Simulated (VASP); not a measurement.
A run of VASP 6.6.1:

Contents of INCAR:

```
SYSTEM = S
ALGO = Normal ; EDIFF = 1E-6
ENCUT = 520 ; GGA = PE
ISIF = 2 ; ISMEAR = -1
LASPH = .True. ; LCHARG = .False.
LREAL = .False. ; LWAVE = .False.
NBANDS = 9 ; NELM = 80
PREC = Accurate ; SIGMA = 0.1
```

The input KPOINTS:

```
k-points
0
Gamma
  17 17 17
  0 0 0
```

POSCAR

```
S
1.0
    0.0000000000      1.8447625363      1.8447625363
    1.8447625363      0.0000000000      1.8447625363
    1.8447625363      1.8447625363      0.0000000000
S
1
Direct
    0.0000000000      0.0000000000      0.0000000000
```

Potentials or basis: VASP PAW PBE potentials, release 64 (S).

The run is started by

```sh
$ cat potpaw_PBE.64/S/POTCAR > POTCAR
$ mpirun -np 1 vasp_std > vasp.out
```

Hardware: 1 thread of AMD EPYC 7R13 Processor (Zen 3), on a shared host.

Task: How long does it take, and how much memory?

Result: Run time: 12 s on 1 thread of AMD EPYC 7R13 Processor (Zen 3), on a shared host, peak memory 0.1 GiB. Counts: scf iterations 10, k points 165.
